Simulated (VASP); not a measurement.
Set up this calculation in VASP 6.6.1, as the native input.

```yaml
Task: single point
Functional: PBE
Potentials_or_basis: VASP PAW PBE potentials, release 64 (Pr, Bi_d, H)
Cutoff: 520 eV
k_mesh: 6 × 6 × 4
Occupations: gaussian, width 0.1 eV
Spin: no spin polarisation
Dipole_correction: no
Further_INCAR_settings: ALGO = Normal; EDIFF = 1e-07; NBANDS = 38
```

The structure of PrBi3H lies in POSCAR:

```
PrBi3H
1.0
    5.0240661700      0.0000000000      0.0000000000
   -2.5120330900      4.3509689300      0.0000000000
    0.0000000000      0.0000000000      7.3437825700
Pr Bi H
1 3 1
Direct
    0.0000000000      0.0000000000      0.5000000000
    0.5000000000      0.0000000000      0.5000000000
    0.0000000000      0.5000000000      0.5000000000
    0.5000000000      0.5000000000      0.5000000000
    0.0000000000      0.0000000000      0.0000000000
```

The input as run:

INCAR

```
PREC     = Accurate       # precision mode
ENCUT    = 520            # plane-wave cutoff, eV
EDIFF    = 1E-7           # SCF threshold, eV
ISMEAR   = 0              # smearing method
SIGMA    = 0.1            # smearing width, eV
LREAL    = F              # projectors in reciprocal space
LASPH    = T              # aspherical terms in the spheres
NELM     = 60             # most SCF steps
ALGO     = Normal         # electronic algorithm
ISIF     = 2              # what is computed and relaxed
LWAVE    = F              # write WAVECAR
LCHARG   = F              # write CHGCAR
GGA      = PE             # functional
NBANDS   = 38             # bands
```

KPOINTS

```
Automatic mesh
0
Gamma
  6 6 4
```

Potentials or basis: VASP PAW PBE potentials, release 64 (Pr, Bi_d, H).

The run is started by

```bash
$ cat potpaw_PBE.64/Pr/POTCAR potpaw_PBE.64/Bi_d/POTCAR potpaw_PBE.64/H/POTCAR > POTCAR
$ mpirun -np 1 vasp_std > vasp.out
```

Results of the run:

* Pressure: 69.9 GPa

It took 5.6 min on 1 thread of Intel(R) Xeon(R) Platinum 8259CL CPU @ 2.50GHz (Skylake/Cascade Lake), on a shared host, peak memory 0.37 GiB.
